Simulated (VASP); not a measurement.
# Si10Ni in VASP: single point with PBEsol

Aim: the single point of Si10Ni with PBEsol.

Everything below comes from runs of VASP 6.6.1. Logs are shortened: lines on timing, memory, paths and dates and some standing lists are left out, and cuts for length are marked.

### 1 The cell of the first run

The cell holds a slab with vacuum, 11 atoms: a = 3.825 Å, b = 3.825 Å, c = 32.445 Å, α = 90.00°, β = 90.00°, γ = 120.00°.

### 2 Single point, PBEsol, collinear spin, ferromagnetic start

The input, INCAR:

```
PREC = Accurate
ENCUT = 520
EDIFF = 1E-6
ISMEAR = 0
SIGMA = 0.05
LREAL = False
LASPH = True
NELM = 150
ALGO = Normal
ISIF = 2
LWAVE = False
LCHARG = False
ISPIN = 2
MAGMOM = 0 0 0 0 0 0 0 0 0 0 2
LORBIT = 11
LMAXMIX = 4
LDIPOL = True
IDIPOL = 3
DIPOL = 0.5 0.5 0.494
GGA = PS
NBANDS = 40
```

The input, KPOINTS:

```
regular mesh
0
Gamma
  9 9 1
```

The input, POSCAR:

```
Si10Ni
1.0
    3.8248883530      0.0000000000      0.0000000000
   -1.9124441765      3.3124504803      0.0000000000
    0.0000000000      0.0000000000     32.4454326342
Si Ni
10 1
Direct
    0.3333333333      0.6666666667      0.2619783221
    0.6666666667      0.3333333333      0.2865374289
    0.6666666667      0.3333333333      0.3594388948
    0.3333333333      0.6666666667      0.3839980016
    0.3333333333      0.6666666667      0.4568994675
    0.6666666667      0.3333333333      0.4817014835
    0.6666666667      0.3333333333      0.5545673272
    0.3333333333      0.6666666667      0.5796299712
    0.3333333333      0.6666666667      0.6526266133
    0.6666666667      0.3333333333      0.6775505633
    0.6666666667      0.3333333333      0.7436778434
```

Potentials or basis: VASP PAW PBE potentials, release 64 (Si, Ni).

The run is started by

```sh
> cat potpaw_PBE.64/Si/POTCAR potpaw_PBE.64/Ni/POTCAR > POTCAR
> mpirun -np 1 vasp_std > vasp.out
```

OUTCAR:

```text
PREC = Accurate
   ENCUT = 520
   EDIFF = 1E-6
   ISMEAR = 0
   LREAL = False
   LASPH = True
   NELM = 150
   ISIF = 2
   ISPIN = 2
   LORBIT = 11
   GGA = PS

 ion  position               nearest neighbor table
   1  0.333  0.667  0.262-   2 2.35   2 2.35   2 2.35
   2  0.667  0.333  0.287-   1 2.35   1 2.35   1 2.35   3 2.37
   3  0.667  0.333  0.359-   4 2.35   4 2.35   4 2.35   2 2.37
   4  0.333  0.667  0.384-   3 2.35   3 2.35   3 2.35   5 2.37
   5  0.333  0.667  0.457-   6 2.35   6 2.35   6 2.35   4 2.37
   6  0.667  0.333  0.482-   5 2.35   5 2.35   5 2.35   7 2.36
   7  0.667  0.333  0.555-   8 2.35   8 2.35   8 2.35   6 2.36
   8  0.333  0.667  0.580-   7 2.35   7 2.35   7 2.35   9 2.37
   9  0.333  0.667  0.653-  10 2.35  10 2.35  10 2.35   8 2.37
  10  0.667  0.333  0.678-  11 2.15   9 2.35   9 2.35   9 2.35
  11  0.667  0.333  0.744-  10 2.15

  LATTYP: Found a hexagonal cell.
 ALAT       =     3.8248883530
 C/A-ratio  =     8.4827136480

  Lattice vectors:

 A1 = (   3.8248883530,   0.0000000000,   0.0000000000)
 A2 = (  -1.9124441765,   3.3124504803,   0.0000000000)
 A3 = (   0.0000000000,   0.0000000000,  32.4454326342)

Analysis of symmetry for initial positions (statically):
=====================================================================
 Subroutine PRICEL returns:
 Original cell was already a primitive cell.

 Routine SETGRP: Setting up the symmetry group for a
 hexagonal supercell.

 Subroutine GETGRP returns: Found  6 space group operations
 (whereof  6 operations were pure point group operations)
 out of a pool of 24 trial point group operations.

The static configuration has the point symmetry C_3v.

Analysis of symmetry for dynamics (positions and initial velocities):
=====================================================================
 Subroutine PRICEL returns:
 Original cell was already a primitive cell.

 Routine SETGRP: Setting up the symmetry group for a
 hexagonal supercell.

 Subroutine GETGRP returns: Found  6 space group operations
 (whereof  6 operations were pure point group operations)
 out of a pool of 24 trial point group operations.

The dynamic configuration has the point symmetry C_3v.

Analysis of structural, dynamic, and magnetic symmetry:
=====================================================================
 Subroutine PRICEL returns:
 Original cell was already a primitive cell.

 Routine SETGRP: Setting up the symmetry group for a
 hexagonal supercell.

 Subroutine GETGRP returns: Found  6 space group operations
 (whereof  6 operations were pure point group operations)
 out of a pool of 24 trial point group operations.

The overall configuration has the point symmetry C_3v.

 Subroutine INISYM returns: Found  6 space group operations
 (whereof  6 operations are pure point group operations),
 and found     1 'primitive' translations

----------------------------------------------------------------------------------------

                                     Primitive cell

  volume of cell :     411.0756

  direct lattice vectors                    reciprocal lattice vectors
     3.824888353  0.000000000  0.000000000     0.261445540  0.150945653  0.000000000
    -1.912444176  3.312450480  0.000000000     0.000000000  0.301891306  0.000000000
     0.000000000  0.000000000 32.445432634     0.000000000  0.000000000  0.030820979

  length of vectors
     3.824888353  3.824888353 32.445432634     0.301891306  0.301891306  0.030820979

  position of ions in fractional coordinates (direct lattice)
     0.333333333  0.666666667  0.261978322
     0.666666667  0.333333333  0.286537429
     0.666666667  0.333333333  0.359438895
     0.333333333  0.666666667  0.383998002
     0.333333333  0.666666667  0.456899468
     0.666666667  0.333333333  0.481701483
     0.666666667  0.333333333  0.554567327
     0.333333333  0.666666667  0.579629971
     0.333333333  0.666666667  0.652626613
     0.666666667  0.333333333  0.677550563
     0.666666667  0.333333333  0.743677843
[... 70 lines left out ...]
   LASPH  =      T    aspherical Exc in radial PAW
   ENCUT  =  520.0 eV  38.22 Ry    6.18 a.u.   7.11  7.11 60.33*2*pi/ulx,y,z
   NELM   =    150;   NELMIN=  2; NELMDL= -5     # of ELM steps
   EDIFF  = 0.1E-05   stopping-criterion for ELM
   LREAL  =      F    real-space projection
   EDIFFG = 0.1E-04   stopping-criterion for IOM
   NSW    =      0    number of steps for IOM
   IBRION =     -1    ionic relax: 0-MD 1-quasi-New 2-CG
   NFREE  =      0    steps in history (QN), initial steepest desc. (CG)
   ISIF   =      2    stress and relaxation
   ISYM   =      2    0-nonsym 1-usesym 2-fastsym
   POTIM  = 0.5000    time-step for ionic-motion
   TEBEG  =    0.0;   TEEND  =   0.0 temperature during run
   PSTRESS=    0.0 pullay stress
   NELECT =      50.0000    total number of electrons
   NUPDOWN=      -1.0000    fix difference up-down
   EMIN   =  10.00;   EMAX   =-10.00  energy-range for DOS
   EFERMI =   0.00;   METHOD = LEGACY
   ISMEAR =     0;   SIGMA  =   0.05  broadening in eV -4-tet -1-fermi 0-gaus
   EFERMI_NEDOS =   21; number of points for ismear=-14 and -15
   IALGO  =     38    algorithm
   IMIX   =      4    mixing-type and parameters
     AMIX     =   0.40;   BMIX     =  1.00
     AMIX_MAG =   1.60;   BMIX_MAG =  1.00
  volume/ion in A,a.u.               =      37.37       252.19
  Fermi-wavevector in a.u.,A,eV,Ry     =   0.811131  1.532815  8.951726  0.657933
  Thomas-Fermi vector in A             =   1.920434
   LORBIT       =     11    0 simple, 1 ext, 2 COOP (PROOUT), +10 PAW based schemes
   GGA     = PS    functional components
   LHFCALC =     F    Hartree Fock is set to
   AEXX    =    0.0000 exact exchange contribution
   IVDW    =     0    specifies the selected vdW correction
   LEPSILON=     F    determine dielectric tensor
   LRPA    =     F    only Hartree local field effects (RPA)
 spin polarized calculation
 Gauss-broadening in eV      SIGMA  =   0.05
  energy-cutoff  :      520.00
  volume of cell :      411.08
 maximum number of plane-waves:     11169
   NGX = 15   NGY = 15   NGZ =121

 dipolmoment           0.000000      0.000000      1.439828 electrons x Angstroem

 number of electron      49.9999999 magnetization       0.7912272

 dipolmoment           0.000000      0.000000     -0.074166 electrons x Angstroem

 Free energy of the ion-electron system (eV)
  ---------------------------------------------------
  ext. energy  EPLUGINS =         0.00000000
  ---------------------------------------------------
  free energy    TOTEN  =       -58.87758655 eV

  energy without entropy =      -58.86533137  energy(sigma->0) =      -58.87145896

 E-fermi :   0.9098     XC(G=0):  -5.6124

 val. band max:        0.9077038445   @ k =   0.3333   0.0000   0.0000
 cond. band min:       0.9098388458   @ k =   0.2222   0.1111   0.0000
 fundamental gap:      0.0021350012
 Fermi energy:         0.9098002391

 spin component 1

 k-point     1 :       0.0000    0.0000    0.0000
  band No.  band energies     occupation
      1     -10.9538      1.00000
      2     -10.5390      1.00000
      3     -10.0004      1.00000
      4      -9.3679      1.00000
      5      -8.9108      1.00000
      6      -5.6484      1.00000
[... 469 lines left out ...]
     36       5.8113      0.00000
     37       6.4304      0.00000
 Fermi energy:         0.9098002391

 spin component 2

 k-point     1 :       0.0000    0.0000    0.0000
  band No.  band energies     occupation
      1     -10.9543      1.00000
      2     -10.5375      1.00000
      3      -9.9976      1.00000
      4      -9.3651      1.00000
      5      -8.9105      1.00000
      6      -5.6437      1.00000
[... 469 lines left out ...]
     36       5.8246      0.00000
     37       6.4330      0.00000
 [bands above 37 left out]

------------------------ aborting loop because EDIFF is reached ----------------------------------------

 vacuum level on the upper side and lower side of the slab       (xc-potential included)        -0.523         0.518

  FORCE on cell =-STRESS in cart. coord.  units (eV):
  Direction    XX          YY          ZZ          XY          YZ          ZX
  --------------------------------------------------------------------------------------
  -------------------------------------------------------------------------------------
  Total       -2.3499622     -2.3499622     -0.1944830      0.0000000      0.0000000      0.0000000
  in kB       -9.1590352     -9.1590352     -0.7580021      0.0000000      0.0000000      0.0000000
  external PRESSURE =      -6.3586909 kB  Pullay stress =       0.0000000 kB

 VOLUME and BASIS-vectors are now :
 -----------------------------------------------------------------------------
  energy-cutoff  :      520.00
  volume of cell :      411.08
      direct lattice vectors                 reciprocal lattice vectors
     3.824888353  0.000000000  0.000000000     0.261445540  0.150945653  0.000000000
    -1.912444176  3.312450480  0.000000000     0.000000000  0.301891306  0.000000000
     0.000000000  0.000000000 32.445432634     0.000000000  0.000000000  0.030820979

 POSITION                                       TOTAL-FORCE (eV/Angst)
 -----------------------------------------------------------------------------------
     -0.00000      2.20830      8.50000        -0.000000      0.000000      0.569310
      1.91244      1.10415      9.29683        -0.000000     -0.000000     -0.708708
      1.91244      1.10415     11.66215        -0.000000     -0.000000      0.182946
     -0.00000      2.20830     12.45898        -0.000000     -0.000000     -0.088053
     -0.00000      2.20830     14.82430        -0.000000      0.000000      0.016464
      1.91244      1.10415     15.62901        -0.000000     -0.000000      0.007461
      1.91244      1.10415     17.99318        -0.000000     -0.000000      0.014852
     -0.00000      2.20830     18.80635        -0.000000     -0.000000      0.016290
     -0.00000      2.20830     21.17475        -0.000000      0.000000     -0.014330
      1.91244      1.10415     21.98342        -0.000000      0.000000     -0.007362
      1.91244      1.10415     24.12895         0.000000     -0.000000      0.011129
 -----------------------------------------------------------------------------------
    total drift:                               -0.000002      0.000001     -0.008603

  FREE ENERGIE OF THE ION-ELECTRON SYSTEM (eV)
  ---------------------------------------------------
  free  energy   TOTEN  =       -58.8775865523 eV

  energy  without entropy=      -58.8653313677  energy(sigma->0) =      -58.87145896

 vacuum level on the upper side and lower side of the slab         4.663         5.717

 total charge

# of ion       s       p       d       tot
------------------------------------------
    1        0.806   0.846   0.000   1.652
    2        0.757   0.920   0.000   1.677
    3        0.764   0.909   0.000   1.673
    4        0.758   0.930   0.000   1.688
    5        0.756   0.929   0.000   1.684
    6        0.756   0.931   0.000   1.687
    7        0.756   0.928   0.000   1.684
    8        0.757   0.927   0.000   1.684
    9        0.764   0.918   0.000   1.682
   10        0.769   0.911   0.000   1.680
   11        0.465   0.106   8.427   8.998
--------------------------------------------------
tot          8.108   9.255   8.427  25.789

 magnetization (x)

# of ion       s       p       d       tot
------------------------------------------
    1        0.001   0.002   0.000   0.003
    2        0.000  -0.000   0.000  -0.000
    3        0.000  -0.000   0.000  -0.000
    4       -0.000   0.000   0.000   0.000
    5        0.000  -0.001   0.000  -0.001
    6       -0.000  -0.000   0.000  -0.000
    7        0.000  -0.001   0.000  -0.000
    8        0.000  -0.001   0.000  -0.000
    9       -0.001   0.000   0.000  -0.001
   10       -0.001   0.001   0.000  -0.000
   11        0.042  -0.002   0.728   0.769
--------------------------------------------------
tot          0.041  -0.002   0.728   0.767
```

It took 24 min on 1 thread of Intel Xeon Platinum 8488C (Sapphire Rapids), shared host; peak memory 0.76 GiB.

What came out:

- Free energy: -58.8776 eV
- Largest force: 0.709 eV/Å
- Net moment: 0.79 μB per cell
- Site moments: Si +0.00, -0.00 (each value once); Ni +0.77 μB
- Valence electrons inside the program's atomic spheres: Si 1.65, 1.68, 1.67, 1.69 (each value once); Ni 9.00

Forces in eV/Å, atoms in the order of the input:
```
Si   0.000  0.000  0.569
Si   0.000  0.000 -0.709
Si   0.000  0.000  0.183
Si   0.000  0.000 -0.088
Si   0.000  0.000  0.016
Si   0.000  0.000  0.007
Si   0.000  0.000  0.015
Si   0.000  0.000  0.016
Si   0.000  0.000 -0.014
Si   0.000  0.000 -0.007
Ni   0.000  0.000  0.011
```

Caveat: the PAW data sets were made with another functional, which shifts forces and pressure a little.
